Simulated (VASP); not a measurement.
# SiC (Pm-3m) in VASP: vibrations by perturbation theory with LDA

Aim: the vibrations by perturbation theory of SiC with LDA.

Program: VASP 6.6.1. These are calculated values, not measurements. Logs are shortened: lines on timing, memory, paths and dates and some standing lists are left out, and cuts for length are marked.

### Step 1. The cell of the first run

It takes space group Pm-3m (No. 221, cubic). Conventional cell: a = 2.572 Å, b = 2.572 Å, c = 2.572 Å, α = 90.00°, β = 90.00°, γ = 90.00°. Within 2.9 Å of Si (site symmetry m-3m) lie 8 C at 2.23 Å and 6 Si at 2.57 Å. Within 2.9 Å of C (site symmetry m-3m) lie 8 Si at 2.23 Å and 6 C at 2.57 Å.

### Step 2. Vibrations by perturbation theory, LDA

INCAR reads:

```
ALGO     = Normal         # electronic algorithm
EDIFF    = 1E-8           # SCF threshold, eV
ENCUT    = 520            # plane-wave cutoff, eV
GGA      = CA             # functional
IBRION   = 8              # ionic algorithm
ISIF     = 2              # what is computed and relaxed
ISMEAR   = -1             # smearing method
LASPH    = T              # aspherical terms in the spheres
LCHARG   = T              # write CHGCAR
LREAL    = F              # projectors in reciprocal space
LWAVE    = F              # write WAVECAR
NBANDS   = 11             # bands
NELM     = 60             # most SCF steps
NSW      = 1              # ionic steps
PREC     = Accurate       # precision mode
SIGMA    = 0.15           # smearing width, eV
```

KPOINTS reads:

```
k-points
0
Gamma
  16 16 16
```

POSCAR reads:

```
SiC
1.0
    2.5719000000      0.0000000000      0.0000000000
    0.0000000000      2.5719000000      0.0000000000
    0.0000000000      0.0000000000      2.5719000000
Si C
1 1
Direct
    0.0000000000      0.0000000000      0.0000000000
    0.5000000000      0.5000000000      0.5000000000
```

Potentials or basis: VASP PAW LDA potentials, release 64 (Si, C).

Run with:

```bash
$ cat potpaw_LDA.64/Si/POTCAR potpaw_LDA.64/C/POTCAR > POTCAR
$ mpirun -np 1 vasp_std > vasp.out
```

OUTCAR:

```text
EDIFF = 1E-8
   ENCUT = 520
   GGA = CA
   IBRION = 8
   ISIF = 2
   ISMEAR = -1
   LASPH = T
   LREAL = F
   NELM = 60
   NSW = 1
   PREC = Accurate

 ion  position               nearest neighbor table
   1  0.000  0.000  0.000-   2 2.23   2 2.23   2 2.23   2 2.23   2 2.23   2 2.23   2 2.23   2 2.23

   2  0.500  0.500  0.500-   1 2.23   1 2.23   1 2.23   1 2.23   1 2.23   1 2.23   1 2.23   1 2.23

  LATTYP: Found a simple cubic cell.
 ALAT       =     2.5719000000

  Lattice vectors:

 A1 = (   2.5719000000,   0.0000000000,   0.0000000000)
 A2 = (   0.0000000000,   2.5719000000,   0.0000000000)
 A3 = (   0.0000000000,   0.0000000000,   2.5719000000)

Analysis of symmetry for initial positions (statically):
=====================================================================
 Subroutine PRICEL returns:
 Original cell was already a primitive cell.

 Routine SETGRP: Setting up the symmetry group for a
 simple cubic supercell.

 Subroutine GETGRP returns: Found 48 space group operations
 (whereof 48 operations were pure point group operations)
 out of a pool of 48 trial point group operations.

The static configuration has the point symmetry O_h .

Analysis of symmetry for dynamics (positions and initial velocities):
=====================================================================
 Subroutine PRICEL returns:
 Original cell was already a primitive cell.

 Routine SETGRP: Setting up the symmetry group for a
 simple cubic supercell.

 Subroutine GETGRP returns: Found 48 space group operations
 (whereof 48 operations were pure point group operations)
 out of a pool of 48 trial point group operations.

The dynamic configuration has the point symmetry O_h .

 Subroutine INISYM returns: Found 48 space group operations
 (whereof 48 operations are pure point group operations),
 and found     1 'primitive' translations

----------------------------------------------------------------------------------------

                                     Primitive cell

  volume of cell :      17.0123

  direct lattice vectors                    reciprocal lattice vectors
     2.571900000  0.000000000  0.000000000     0.388817606  0.000000000  0.000000000
     0.000000000  2.571900000  0.000000000     0.000000000  0.388817606  0.000000000
     0.000000000  0.000000000  2.571900000     0.000000000  0.000000000  0.388817606

  length of vectors
     2.571900000  2.571900000  2.571900000     0.388817606  0.388817606  0.388817606

  position of ions in fractional coordinates (direct lattice)
     0.000000000  0.000000000  0.000000000
     0.500000000  0.500000000  0.500000000

  ion indices of the primitive-cell ions
   primitive index   ion index
                 1           1
                 2           2

----------------------------------------------------------------------------------------

 KPOINTS: k-points

Automatic generation of k-mesh.
 Grid dimensions read from file:
 generate k-points for:   16   16   16

 Generating k-lattice:

  Cartesian coordinates                     Fractional coordinates (reciprocal lattice)
     0.024301100  0.000000000  0.000000000     0.062500000  0.000000000  0.000000000
     0.000000000  0.024301100  0.000000000     0.000000000  0.062500000  0.000000000
     0.000000000  0.000000000  0.024301100     0.000000000  0.000000000  0.062500000

  Length of vectors
     0.024301100  0.024301100  0.024301100

  Shift w.r.t. Gamma in fractional coordinates (k-lattice)
     0.000000000  0.000000000  0.000000000

 Subroutine IBZKPT returns following result:
 ===========================================

[... 81 lines left out ...]
 maximum number of plane-waves:       480
 NGX is ok and might be reduce to    20
   NGX =  9   NGY =  9   NGZ =  9

--------------------------------------- Ionic step        1  -------------------------------------------

 number of electron       7.9999999 magnetization

 Free energy of the ion-electron system (eV)
  ---------------------------------------------------
  ext. energy  EPLUGINS =         0.00000000
  ---------------------------------------------------
  free energy    TOTEN  =       -12.51087046 eV

  energy without entropy =      -12.45036959  energy(sigma->0) =      -12.48062003

 E-fermi :  12.3775     XC(G=0): -12.8422

 val. band max:       12.3531063190   @ k =   0.5000   0.5000   0.3750
 cond. band min:      12.3954031834   @ k =   0.4375   0.4375   0.3750
 fundamental gap:      0.0422968644
 Fermi energy:        12.3774787714

 k-point     1 :       0.0000    0.0000    0.0000
  band No.  band energies     occupation
      1      -5.9620      2.00000
      2      11.1444      1.99946
      3      11.1444      1.99946
      4      11.1444      1.99946
      5      14.9520      0.00000
      6      17.1799      0.00000
      7      17.1799      0.00000
      8      26.0152      0.00000
      9      26.0152      0.00000
     10      26.0152      0.00000
     11      33.1521      0.00000
[... 309 lines left out ...]
 k-point    24 :       0.5000    0.1250    0.0000
  band No.  band energies     occupation
      1      -1.2992      2.00000
      2       0.1656      2.00000
      3      11.5508      1.99195
      4      13.4332      0.00175
      5      15.8847      0.00000
      6      19.1280      0.00000
      7      20.1633      0.00000
      8      20.6423      0.00000
      9      24.7523      0.00000
     10      26.6586      0.00000
     11      31.3295      0.00000

 [... further k-points ...]

------------------------ aborting loop because EDIFF is reached ----------------------------------------

  FORCE on cell =-STRESS in cart. coord.  units (eV):
  Direction    XX          YY          ZZ          XY          YZ          ZX
  --------------------------------------------------------------------------------------
  -------------------------------------------------------------------------------------
  Total        0.8926273      0.8926273      0.8926273     -0.0000000      0.0000000      0.0000000
  in kB       84.0656396     84.0656396     84.0656396     -0.0000000      0.0000000      0.0000000
  external PRESSURE =      84.0656396 kB  Pullay stress =       0.0000000 kB

 VOLUME and BASIS-vectors are now :
 -----------------------------------------------------------------------------
  energy-cutoff  :      520.00
  volume of cell :       17.01
      direct lattice vectors                 reciprocal lattice vectors
     2.571900000  0.000000000  0.000000000     0.388817606  0.000000000  0.000000000
     0.000000000  2.571900000  0.000000000     0.000000000  0.388817606  0.000000000
     0.000000000  0.000000000  2.571900000     0.000000000  0.000000000  0.388817606

 POSITION                                       TOTAL-FORCE (eV/Angst)
 -----------------------------------------------------------------------------------
      0.00000      0.00000      0.00000         0.000000      0.000000      0.000000
      1.28595      1.28595      1.28595         0.000000      0.000000      0.000000
 -----------------------------------------------------------------------------------
    total drift:                                0.000000      0.000000      0.000000

  FREE ENERGIE OF THE ION-ELECTRON SYSTEM (eV)
  ---------------------------------------------------
  free  energy   TOTEN  =       -12.5108704648 eV

  energy  without entropy=      -12.4503695905  energy(sigma->0) =      -12.48062003

[... ionic steps 2 to 3 ...]

--------------------------------------- Ionic step        4  -------------------------------------------

------------------------ aborting loop because EDIFF is reached ----------------------------------------

[... ionic steps 5 to 6 ...]

--------------------------------------- Ionic step        7  -------------------------------------------

 Free energy of the ion-electron system (eV)
  ---------------------------------------------------
  ---------------------------------------------------
  free energy    TOTEN  =        -0.10913189 eV

  energy without entropy =       -0.10913188

------------------------ aborting loop because EDIFF is reached ----------------------------------------

 INTERNAL STRAIN TENSOR  FOR ION    2  DIRECTION 1   (eV/Angst):
 -----------------------------------------------------------------------------
    -0.22111 -0.00000 -0.00000
     0.00000  0.11779  0.00000
    -0.00000  0.00000  0.11779

 INTERNAL STRAIN TENSOR FOR ION    2 for displacements in x,y,z  (eV/Angst):
          X           Y           Z          XY          YZ          ZX
  --------------------------------------------------------------------------------
  x     0.00000     0.00000     0.00000     0.00000     0.00000     0.00000
  y     0.00000     0.00000     0.00000     0.00000     0.00000     0.00000
  z     0.00000     0.00000     0.00000     0.00000     0.00000     0.00000

 SECOND DERIVATIVES (NOT SYMMETRIZED)
 ------------------------------------
               1X          1Y          1Z          2X          2Y          2Z
  1X     3.366213   -0.000000    0.000000   -3.366213    0.000000   -0.000000
  1Y     0.000000    3.366213   -0.000000   -0.000000   -3.366213    0.000000
  1Z     0.000000    0.000000    3.366213   -0.000000   -0.000000   -3.366213
  2X    -3.366244   -0.000000    0.000000    3.366244    0.000000    0.000000
  2Y    -0.000000   -3.366244    0.000000    0.000000    3.366244   -0.000000
  2Z     0.000000    0.000000   -3.366244   -0.000000    0.000000    3.366244

 Eigenvectors and eigenvalues of the dynamical matrix
 ----------------------------------------------------

   1 f  =    0.000021 THz     0.000132 2PiTHz    0.000702 cm-1     0.000087 meV
             X         Y         Z           dx          dy          dz
      0.000000  0.000000  0.000000    -0.836926    0.000000    0.000000
      1.285950  1.285950  1.285950    -0.547315   -0.000000    0.000000
[... 21 lines left out ...]
   6 f/i=    9.888870 THz    62.133602 2PiTHz  329.857195 cm-1    40.897061 meV
             X         Y         Z           dx          dy          dz
      0.000000  0.000000  0.000000     0.000000    0.547315    0.000000
      1.285950  1.285950  1.285950    -0.000000   -0.836926    0.000000

--------------------------------------------------------------------------------------------------------

 ELASTIC MODULI CONTR FROM IONIC RELAXATION (kBar)
 Direction    XX          YY          ZZ          XY          YZ          ZX
 --------------------------------------------------------------------------------
 XX           0.0000      0.0000      0.0000      0.0000      0.0000      0.0000
 YY           0.0000      0.0000      0.0000      0.0000      0.0000      0.0000
 ZZ           0.0000      0.0000      0.0000      0.0000      0.0000      0.0000
 XY           0.0000      0.0000      0.0000      0.0000      0.0000      0.0000
 YZ           0.0000      0.0000      0.0000      0.0000      0.0000      0.0000
 ZX           0.0000      0.0000      0.0000      0.0000      0.0000      0.0000
 --------------------------------------------------------------------------------
```

It took 99 s on 1 thread of Intel Xeon Platinum 8375C at 2.90GHz (Ice Lake), shared host; peak memory 0.25 GiB.

What came out:

* Highest phonon frequency at Γ, LO-TO splitting left out: 0 cm⁻¹
* Most unstable mode: 330i cm⁻¹

Phonon frequencies in cm⁻¹ (negative: imaginary):
```
              q point           frequencies
(0.000, 0.000, 0.000)  -330 -330 -330 0 0 0
```

Caveat: the cell stands under pressure or tension, which shifts response properties; some modes are imaginary.
